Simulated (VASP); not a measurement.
Set up this calculation in VASP 6.6.1, as the native input.

| Item | Value |
| --- | --- |
| Task | single point |
| Functional | PBE |
| Potentials or basis | VASP PAW PBE potentials, release 64 (Mg) |
| Cutoff | 600 eV |
| k mesh | 16 × 16 × 16 |
| Occupations | gaussian, width 0.05 eV |
| Spin | no spin polarisation |
| Dipole correction | no |
| Further INCAR settings | ALGO = Normal; EDIFF = 1e-06; NBANDS = 7 |

The structure of Mg lies in POSCAR:

```
Mg
1.0
   -1.7963617851      1.7963617851      1.7963617851
    1.7963617851     -1.7963617851      1.7963617851
    1.7963617851      1.7963617851     -1.7963617851
Mg
1
Direct
    0.0000000000      0.0000000000      0.0000000000
```

The input as run:

INCAR

```
SYSTEM = Mg
PREC = Accurate
ENCUT = 600
EDIFF = 1E-6
ISMEAR = 0
SIGMA = 0.05
LREAL = .FALSE.
LASPH = .TRUE.
NELM = 120
ALGO = Normal
ISIF = 2
LWAVE = .FALSE.
LCHARG = .FALSE.
GGA = PE
NBANDS = 7
GGA_COMPAT = .FALSE.
```

KPOINTS

```
Automatic mesh
0
G
  16 16 16
  0 0 0
```

Potentials or basis: VASP PAW PBE potentials, release 64 (Mg).

The run is started by

```console
$ cat potpaw_PBE.64/Mg/POTCAR > POTCAR
$ mpirun -np 1 vasp_std > vasp.out
```

It gave:

```yaml
Pressure: -0.5 GPa
Band_gap_on_the_k_mesh: zero (band 1 reaches 6.42 eV, above the bottom of band 2 at 1.68 eV)
```

Run time: 35 s on 1 thread of Intel Xeon 8259CL, on a shared host, peak memory 0.17 GiB.
